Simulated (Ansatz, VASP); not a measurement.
**Hf: VASP beside Ansatz**

Contents of INCAR:

```
SYSTEM = Hf
PREC = Accurate ; ENCUT = 520
EDIFF = 1E-6 ; ISMEAR = 0
SIGMA = 0.05 ; LREAL = .False.
LASPH = .True. ; NELM = 150
ALGO = Normal ; ISIF = 2
LWAVE = .False. ; LCHARG = .False.
MAGMOM = 0 0 0 ; LORBIT = 11
LSORBIT = .True. ; GGA_COMPAT = .False.
LORBMOM = .True. ; LMAXMIX = 4
GGA = PE ; NBANDS = 21
```

KPOINTS

```
Automatic mesh
0
Gamma
  16 16 16
  0 0 0
```

POSCAR

```
Hf
1.0
   -1.7705539125      1.7705539125      1.7705539125
    1.7705539125     -1.7705539125      1.7705539125
    1.7705539125      1.7705539125     -1.7705539125
Hf
1
Direct
    0.0000000000      0.0000000000      0.0000000000
```

Input for Ansatz:

```yaml
crystal:
  lattice:
    - [-1.7705539125, 1.7705539125, 1.7705539125]
    - [1.7705539125, -1.7705539125, 1.7705539125]
    - [1.7705539125, 1.7705539125, -1.7705539125]
  atoms:
    - { symbol: Hf, position: [0.0, 0.0, 0.0] }
basis:
  ecutwfc: 420
  ecutrho_ratio: 4
kpoints:
  mp_grid: { grid: [16, 16, 16] }
hamiltonian:
  xc: pbe
scf:
  occupations: { method: gaussian, width: 0.05 }
output:
  forces: true
  stress: true
  eigenvalues: true
  populations: true
magnetization:
  noncollinear: true
  spin_orbit: true
```

Alike in both runs: task single point; functional PBE; k mesh 16 × 16 × 16; occupations gaussian, width 0.05 eV; non-collinear spin, spin-orbit coupling.

|  | VASP | Ansatz |
| --- | --- | --- |
| version | VASP 6.6.1 | Ansatz 0.2.0 |
| potentials or method | VASP PAW PBE potentials, release 64 (Hf_pv), cutoff 520 eV | plane waves, PAW |
| valence electrons in the cell | 10 | 26 |

```csv
,VASP,Ansatz,Ansatz less VASP
pressure (GPa),-0.4,0.0,+0.43
```

VASP's potentials hold 10 valence electrons a cell and Ansatz's 26, so a difference there can come from the potentials and not from the codes.
